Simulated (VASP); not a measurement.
# TaN (I4/mmm) in VASP: a series of runs

Runs on TaN. Level: PBEsol. Tasks: single point.

All numbers are computed with VASP 6.6.1; they aren't measurements. Logs are shortened: lines on timing, memory, paths and dates and some standing lists are left out, and cuts for length are marked.

### Step 1. The cell of the first run

It takes space group I4/mmm (No. 139, tetragonal). The conventional cell has a = 3.459 Å, b = 3.459 Å, c = 3.459 Å, α = 90.00°, β = 90.00°, γ = 90.00°. Within 2.3 Å of Ta (site symmetry 4/mmm) lie 2 N at 1.73 Å. N (site symmetry 4/mmm) has 2 Ta at 1.73 Å within 2.3 Å.

### Step 2. Single point, PBEsol

Contents of INCAR:

```
SYSTEM = TaN
ALGO     = Normal         ! electronic algorithm
EDIFF    = 1E-7           ! SCF threshold, eV
ENCUT    = 520            ! plane-wave cutoff, eV
GGA      = PS             ! functional
ISIF     = 2              ! what is computed and relaxed
ISMEAR   = 0              ! smearing method
LASPH    = .True.         ! aspherical terms in the spheres
LCHARG   = .True.         ! write CHGCAR
LELF     = .True.         ! ELF
LREAL    = .False.        ! projectors in reciprocal space
LVHAR    = .True.       
LWAVE    = .False.        ! write WAVECAR
NBANDS   = 15             ! bands
NELM     = 60             ! most SCF steps
PREC     = Accurate       ! precision mode
SIGMA    = 0.15           ! smearing width, eV
```

Contents of KPOINTS:

```
k-points
0
Gamma
  20 20 20
  0 0 0
```

Contents of POSCAR:

```
TaN
1.0
    0.0000000000      2.4459679325      1.7292993283
    2.4459679325      0.0000000000      1.7292993283
    2.4459679325      2.4459679325      0.0000000000
Ta N
1 1
Direct
    0.5000000000      0.5000000000      0.5000000000
    0.0000000000      0.0000000000      0.0000000000
```

Potentials or basis: VASP PAW PBE potentials, release 64 (Ta_pv, N).

The run is started by

```console
$ cat potpaw_PBE.64/Ta_pv/POTCAR potpaw_PBE.64/N/POTCAR > POTCAR
$ mpirun -np 1 vasp_std > vasp.out
```

OUTCAR:

```text
SYSTEM = TaN
   EDIFF = 1E-7
   ENCUT = 520
   GGA = PS
   ISIF = 2
   ISMEAR = 0
   LASPH = .True.
   LREAL = .False.
   NELM = 60
   PREC = Accurate

 ion  position               nearest neighbor table
   1  0.500  0.500  0.500-   2 1.73   2 1.73   2 2.45   2 2.45   2 2.45   2 2.45
   2  0.000  0.000  0.000-   1 1.73   1 1.73   1 2.45   1 2.45   1 2.45   1 2.45

  LATTYP: Found a body centered tetragonal cell.
 ALAT       =     3.4591210233
 C/A-ratio  =     0.9998489886

  Lattice vectors:

 A1 = (   0.0000000000,  -2.4459679325,  -1.7292993283)
 A2 = (   0.0000000000,   2.4459679325,  -1.7292993283)
 A3 = (   2.4459679325,   0.0000000000,   1.7292993283)

Analysis of symmetry for initial positions (statically):
=====================================================================
 Subroutine PRICEL returns:
 Original cell was already a primitive cell.

 Routine SETGRP: Setting up the symmetry group for a
 body centered tetragonal supercell.

 Subroutine GETGRP returns: Found 16 space group operations
 (whereof 16 operations were pure point group operations)
 out of a pool of 16 trial point group operations.

The static configuration has the point symmetry D_4h.

Analysis of symmetry for dynamics (positions and initial velocities):
=====================================================================
 Subroutine PRICEL returns:
 Original cell was already a primitive cell.

 Routine SETGRP: Setting up the symmetry group for a
 body centered tetragonal supercell.

 Subroutine GETGRP returns: Found 16 space group operations
 (whereof 16 operations were pure point group operations)
 out of a pool of 16 trial point group operations.

The dynamic configuration has the point symmetry D_4h.

 Subroutine INISYM returns: Found 16 space group operations
 (whereof 16 operations are pure point group operations),
 and found     1 'primitive' translations

----------------------------------------------------------------------------------------

                                     Primitive cell

  volume of cell :      20.6920

  direct lattice vectors                    reciprocal lattice vectors
     0.000000000  2.445967932  1.729299328    -0.204418052  0.204418052  0.289134444
     2.445967932  0.000000000  1.729299328     0.204418052 -0.204418052  0.289134444
     2.445967932  2.445967932  0.000000000     0.204418052  0.204418052 -0.289134444

  length of vectors
     2.995535894  2.995535894  3.459121023     0.408866979  0.408866979  0.408866979

  position of ions in fractional coordinates (direct lattice)
     0.500000000  0.500000000  0.500000000
     0.000000000  0.000000000  0.000000000

  ion indices of the primitive-cell ions
   primitive index   ion index
                 1           1
                 2           2

----------------------------------------------------------------------------------------

 KPOINTS: k-points

Automatic generation of k-mesh.
 Grid dimensions read from file:
 generate k-points for:   20   20   20

 Generating k-lattice:

  Cartesian coordinates                     Fractional coordinates (reciprocal lattice)
    -0.010220903  0.010220903  0.014456722     0.050000000  0.000000000  0.000000000
     0.010220903 -0.010220903  0.014456722     0.000000000  0.050000000  0.000000000
     0.010220903  0.010220903 -0.014456722     0.000000000  0.000000000  0.050000000

  Length of vectors
     0.020443349  0.020443349  0.020443349

  Shift w.r.t. Gamma in fractional coordinates (k-lattice)
     0.000000000  0.000000000  0.000000000

 Subroutine IBZKPT returns following result:
 ===========================================

 Found    641 irreducible k-points:

 Following reciprocal coordinates:
            Coordinates               Weight
  0.000000  0.000000  0.000000      1.000000
  0.050000 -0.000000  0.000000      8.000000
  0.100000  0.000000  0.000000      8.000000
  0.150000  0.000000  0.000000      8.000000
  0.200000  0.000000  0.000000      8.000000
  0.250000  0.000000  0.000000      8.000000
[... 16 lines left out ...]
 -0.400000  0.050000  0.000000      8.000000
 -0.350000  0.050000  0.000000      8.000000
 [... further k-points ...]
   k-points           NKPTS =    641   k-points in BZ     NKDIM =    641   number of bands    NBANDS=     15
   number of dos      NEDOS =    301   number of ions     NIONS =      2
   total plane-waves  NPLWV =  16128
   dimension x,y,z NGX =    24 NGY =   24 NGZ =   28
   dimension x,y,z NGXF=    48 NGYF=   48 NGZF=   56
   ions per type =               1   1
   NGX,Y,Z   is equivalent  to a cutoff of  13.32, 13.32, 13.46 a.u.
   NGXF,Y,Z  is equivalent  to a cutoff of  26.64, 26.64, 26.91 a.u.
 SYSTEM =  TaN
   PREC   = accura    normal or accurate (medium, high low for compatibility)
   ISTART =      0    job   : 0-new  1-cont  2-samecut
   ICHARG =      2    charge: 1-file 2-atom 10-const
   ISPIN  =      1    spin polarized calculation?
   LNONCOLLINEAR =      F non collinear calculations
   LSORBIT =      F    spin-orbit coupling
   LASPH  =      T    aspherical Exc in radial PAW
   ENCUT  =  520.0 eV  38.22 Ry    6.18 a.u.   5.57  5.57  6.43*2*pi/ulx,y,z
   NELM   =     60;   NELMIN=  2; NELMDL= -5     # of ELM steps
   EDIFF  = 0.1E-06   stopping-criterion for ELM
   LREAL  =      F    real-space projection
   EDIFFG = 0.1E-05   stopping-criterion for IOM
   NSW    =      0    number of steps for IOM
   IBRION =     -1    ionic relax: 0-MD 1-quasi-New 2-CG
   NFREE  =      0    steps in history (QN), initial steepest desc. (CG)
   ISIF   =      2    stress and relaxation
   ISYM   =      2    0-nonsym 1-usesym 2-fastsym
   POTIM  = 0.5000    time-step for ionic-motion
   TEBEG  =    0.0;   TEEND  =   0.0 temperature during run
   PSTRESS=    0.0 pullay stress
   NELECT =      16.0000    total number of electrons
   NUPDOWN=      -1.0000    fix difference up-down
   EMIN   =  10.00;   EMAX   =-10.00  energy-range for DOS
   EFERMI =   0.00;   METHOD = LEGACY
   ISMEAR =     0;   SIGMA  =   0.15  broadening in eV -4-tet -1-fermi 0-gaus
   EFERMI_NEDOS =   21; number of points for ismear=-14 and -15
   IALGO  =     38    algorithm
   IMIX   =      4    mixing-type and parameters
     AMIX     =   0.40;   BMIX     =  1.00
     AMIX_MAG =   1.60;   BMIX_MAG =  1.00
  volume/ion in A,a.u.               =      10.35        69.82
  Fermi-wavevector in a.u.,A,eV,Ry     =   1.502615  2.839530 30.719922  2.257851
  Thomas-Fermi vector in A             =   2.613832
   LORBIT       =      0    0 simple, 1 ext, 2 COOP (PROOUT), +10 PAW based schemes
   GGA     = PS    functional components
   LHFCALC =     F    Hartree Fock is set to
   AEXX    =    0.0000 exact exchange contribution
   IVDW    =     0    specifies the selected vdW correction
   LEPSILON=     F    determine dielectric tensor
   LRPA    =     F    only Hartree local field effects (RPA)
 non-spin polarized calculation
 Gauss-broadening in eV      SIGMA  =   0.15
  energy-cutoff  :      520.00
  volume of cell :       20.69
 maximum number of plane-waves:       586
   NGX = 11   NGY = 11   NGZ = 13

 number of electron      16.0000001 magnetization

 Free energy of the ion-electron system (eV)
  ---------------------------------------------------
  ext. energy  EPLUGINS =         0.00000000
  ---------------------------------------------------
  free energy    TOTEN  =       -18.24708428 eV

  energy without entropy =      -18.23445076  energy(sigma->0) =      -18.24076752

 E-fermi :   9.2689     XC(G=0): -13.5471

 val. band max:        9.2629727466   @ k =  -0.2500   0.1500   0.0000
 cond. band min:       9.2698469972   @ k =  -0.1000   0.1000   0.0000
 fundamental gap:      0.0068742506
 Fermi energy:         9.2688932127

 k-point     1 :       0.0000    0.0000    0.0000
  band No.  band energies     occupation
      1     -26.3916      2.00000
      2     -25.5410      2.00000
      3     -25.5410      2.00000
      4      -9.8752      2.00000
      5       4.9252      2.00000
      6       4.9252      2.00000
      7       5.0744      2.00000
      8       7.0355      2.00000
      9       7.0355      2.00000
     10       7.2869      2.00000
     11       8.8266      1.99997
     12      10.7029      0.00000
     13      20.6846      0.00000
     14      21.6210      0.00000
     15      22.7543      0.00000

 k-point     2 :       0.0500   -0.0000    0.0000
  band No.  band energies     occupation
      1     -26.4087      2.00000
      2     -25.5528      2.00000
      3     -25.5481      2.00000
      4      -9.7871      2.00000
      5       4.2129      2.00000
      6       4.5702      2.00000
      7       5.5353      2.00000
      8       7.2543      2.00000
      9       7.3507      2.00000
     10       7.5935      2.00000
     11       8.6788      2.00000
     12      10.6515      0.00000
     13      20.8530      0.00000
     14      21.8217      0.00000
     15      22.7553      0.00000

 k-point     3 :       0.1000    0.0000    0.0000
  band No.  band energies     occupation
      1     -26.4604      2.00000
      2     -25.5840      2.00000
      3     -25.5687      2.00000
      4      -9.5275      2.00000
      5       3.3622      2.00000
      6       3.8866      2.00000
      7       5.7230      2.00000
      8       7.5674      2.00000
      9       8.1235      2.00000
     10       8.3632      2.00000
     11       8.4699      2.00000
     12      10.5188      0.00000
     13      21.2683      0.00000
     14      22.3496      0.00000
     15      22.7621      0.00000

 k-point     4 :       0.1500    0.0000    0.0000
  band No.  band energies     occupation
      1     -26.5459      2.00000
      2     -25.6245      2.00000
      3     -25.6006      2.00000
      4      -9.1096      2.00000
      5       2.5316      2.00000
      6       3.1783      2.00000
      7       5.5348      2.00000
      8       8.0371      2.00000
      9       8.1093      2.00000
     10       9.1715      1.64156
     11       9.5342      0.01239
     12      10.3546      0.00000
     13      21.5832      0.00000
     14      22.7310      0.00000
     15      23.1174      0.00000
[... 307 lines left out ...]
 k-point    22 :      -0.4500    0.0500    0.0000
  band No.  band energies     occupation
      1     -27.1890      2.00000
      2     -25.8274      2.00000
      3     -25.7768      2.00000
      4      -5.3816      2.00000
      5      -0.8114      2.00000
      6       0.7719      2.00000
      7       1.0898      2.00000
      8       9.9579      0.00000
      9      12.5431      0.00000
     10      13.1845      0.00000
     11      14.8446      0.00000
     12      15.0999      0.00000
     13      15.8103      0.00000
     14      20.7578      0.00000
     15      22.7513      0.00000

 k-point    23 :      -0.4000    0.0500    0.0000
  band No.  band energies     occupation
      1     -27.1167      2.00000
      2     -25.8081      2.00000
      3     -25.7762      2.00000
      4      -6.1096      2.00000
      5      -0.4922      2.00000
      6       0.9544      2.00000
      7       1.9479      2.00000
      8      10.1692      0.00000
      9      11.6071      0.00000
     10      12.4482      0.00000
     11      14.1568      0.00000
     12      14.3945      0.00000
     13      16.6325      0.00000
     14      21.9073      0.00000
     15      22.7494      0.00000

 k-point    24 :      -0.3500    0.0500    0.0000
  band No.  band energies     occupation
      1     -27.0110      2.00000
      2     -25.7776      2.00000
      3     -25.7707      2.00000
      4      -6.8756      2.00000
      5      -0.0939      2.00000
      6       1.2406      2.00000
      7       2.9564      2.00000
      8      10.2281      0.00000
      9      10.7586      0.00000
     10      11.4381      0.00000
     11      13.2286      0.00000
     12      13.5861      0.00000
     13      17.6084      0.00000
     14      22.7473      0.00000
     15      23.3793      0.00000

 [... further k-points ...]
[... 5 lines left out ...]
  --------------------------------------------------------------------------------------
  -------------------------------------------------------------------------------------
  Total       -0.7003464     -0.7003464     51.6241149      0.0000000     -0.0000000     -0.0000000
  in kB      -54.2277751    -54.2277751   3997.2518713      0.0000000     -0.0000000     -0.0000000
  external PRESSURE =    1296.2654403 kB  Pullay stress =       0.0000000 kB

 VOLUME and BASIS-vectors are now :
 -----------------------------------------------------------------------------
  energy-cutoff  :      520.00
  volume of cell :       20.69
      direct lattice vectors                 reciprocal lattice vectors
     0.000000000  2.445967932  1.729299328    -0.204418052  0.204418052  0.289134444
     2.445967932  0.000000000  1.729299328     0.204418052 -0.204418052  0.289134444
     2.445967932  2.445967932  0.000000000     0.204418052  0.204418052 -0.289134444

 POSITION                                       TOTAL-FORCE (eV/Angst)
 -----------------------------------------------------------------------------------
      2.44597      2.44597      1.72930        -0.000000      0.000000     -0.000000
      0.00000      0.00000      0.00000         0.000000     -0.000000      0.000000
 -----------------------------------------------------------------------------------
    total drift:                                0.000000     -0.000000      0.000000

  FREE ENERGIE OF THE ION-ELECTRON SYSTEM (eV)
  ---------------------------------------------------
  free  energy   TOTEN  =       -18.2470842772 eV

  energy  without entropy=      -18.2344507583  energy(sigma->0) =      -18.24076752
```

Run time: 3.7 min. Hardware: 1 thread of Intel Xeon Platinum 8259CL at 2.50GHz (Skylake/Cascade Lake), shared host; peak memory 0.32 GiB.

Results:

* Free energy: -18.2471 eV
* Pressure: 129.6 GPa
* Band gap on the k mesh: zero (bands 8 and 9 overlap by 3.98 eV)

Levels at points of the mesh, in eV from the Fermi level:
| k point | band 6 | band 7 | band 8 | band 9 | band 10 | band 11 |
| --- | --- | --- | --- | --- | --- | --- |
| (0.00, 0.00, 0.00) | -4.34 | -4.19 | -2.23 | -2.23 | -1.98 | -0.44 |
| (0.50, 0.00, 0.00) | -8.99 | -8.64 | 0.83 | 3.55 | 4.08 | 5.75 |
| (0.50, 0.50, 0.00) | -5.48 | -5.48 | -1.63 | 3.25 | 3.25 | 3.73 |
| (0.50, 0.00, 0.50) | -4.64 | -4.17 | -1.05 | -0.78 | 2.21 | 4.11 |

Caveat: the cell stands under pressure; the PAW data sets were made with another functional, which shifts forces and pressure a little; spin-orbit coupling is left out, which moves the levels of the heavy elements.

### Step 3. Single point, PBEsol

This run uses another cell than the first one, of the same volume but with other edges.

Contents of INCAR:

```
ALGO = Normal
EDIFF = 1E-6
ENCUT = 520
GGA = PS
ISIF = 2
ISMEAR = 0
LASPH = True
LCHARG = True
LELF = True
LREAL = False
LVHAR = True
LWAVE = False
NBANDS = 15
NELM = 80
PREC = Accurate
SIGMA = 0.15
```

Contents of KPOINTS:

```
k-points
0
Gamma
  20 20 20
```

Contents of POSCAR:

```
TaN
1.0
    0.0000000000      1.9413660345      2.7450915729
    1.9413660345      0.0000000000      2.7450915729
    1.9413660345      1.9413660345      0.0000000000
Ta N
1 1
Direct
    0.5000000000      0.5000000000      0.5000000000
    0.0000000000      0.0000000000      0.0000000000
```

Potentials or basis: VASP PAW PBE potentials, release 64 (Ta_pv, N).

The run is started by

```console
$ cat potpaw_PBE.64/Ta_pv/POTCAR potpaw_PBE.64/N/POTCAR > POTCAR
$ mpirun -np 1 vasp_std > vasp.out
```

It took 4 min on 1 thread of Intel Xeon Platinum 8259CL at 2.50GHz (Skylake/Cascade Lake), shared host; peak memory 0.32 GiB.

Results (log left out):

| Property | Result |
| --- | --- |
| Free energy | -21.1221 eV |
| Pressure | 89.6 GPa |
| Band gap on the k mesh | zero (bands 8 and 9 overlap by 5.19 eV) |

Stress tensor (GPa, compression positive):
```
136.65   0.00   0.00
  0.00 136.65   0.00
  0.00   0.00  -4.56
```

Levels at points of the mesh, in eV from the Fermi level:
```
           k point  band 5  band 6  band 7  band 8  band 9  band 10  band 11  band 12
(0.00, 0.00, 0.00)   -4.65   -4.53   -4.37   -3.04   -3.04     0.45     0.45     2.66
(0.50, 0.00, 0.00)  -10.66   -8.46   -8.42    2.13    2.84     3.17     3.94     4.81
(0.50, 0.50, 0.00)   -7.66   -5.47   -3.27   -3.27    3.05     3.58     3.58     4.23
(0.50, 0.00, 0.50)   -4.83   -4.79   -4.63   -3.78    0.53     1.00     7.04     7.86
```

Caveat: the cell stands under pressure; the PAW data sets were made with another functional, which shifts forces and pressure a little; spin-orbit coupling is left out, which moves the levels of the heavy elements.

### Step 4. Single point, PBEsol

This run uses another cell than the first one, of the same volume but with other edges.

Contents of INCAR:

```
ALGO = Normal
EDIFF = 1E-7
ENCUT = 520
GGA = PS
ISIF = 2
ISMEAR = 0
LASPH = True
LCHARG = False
LREAL = False
LWAVE = False
NBANDS = 15
NELM = 80
PREC = Accurate
SIGMA = 0.15
```

KPOINTS is that of step 3.

Contents of POSCAR:

```
TaN
1.0
    0.0000000000      2.3002988113      1.9552539896
    2.3002988113      0.0000000000      1.9552539896
    2.3002988113      2.3002988113      0.0000000000
Ta N
1 1
Direct
    0.5000000000      0.5000000000      0.5000000000
    0.0000000000      0.0000000000      0.0000000000
```

The run is started by

```console
$ cat potpaw_PBE.64/Ta_pv/POTCAR potpaw_PBE.64/N/POTCAR > POTCAR
$ mpirun -np 1 vasp_std > vasp.out
```

It took 2.8 min on 1 thread of Intel Xeon Platinum 8259CL at 2.50GHz (Skylake/Cascade Lake), shared host; peak memory 0.31 GiB.

The run converged. Its results:

```yaml
Free_energy: -22.3212 eV
Pressure: 32.2 GPa
Band_gap_on_the_k_mesh: zero (bands 8 and 9 overlap by 4.54 eV)
```

Stress tensor (GPa, compression positive):
```
-13.00   0.00   0.00
  0.00 -13.00   0.00
  0.00   0.00 122.66
```

Levels at points of the mesh, in eV from the Fermi level:
```
           k point  band 6  band 7  band 8  band 9  band 10  band 11
(0.00, 0.00, 0.00)   -4.12   -2.96   -2.56   -2.56    -1.67    -1.04
(0.50, 0.00, 0.00)   -8.04   -8.00    1.29    3.12     3.23     3.74
(0.50, 0.50, 0.00)   -5.17   -5.17   -5.01    2.61     3.64     3.64
(0.50, 0.00, 0.50)   -5.29   -4.70   -3.58    0.93     2.82     4.39
```

Caveat: the cell stands under pressure; the PAW data sets were made with another functional, which shifts forces and pressure a little; spin-orbit coupling is left out, which moves the levels of the heavy elements.

(Part 1 of 2 ends here.)
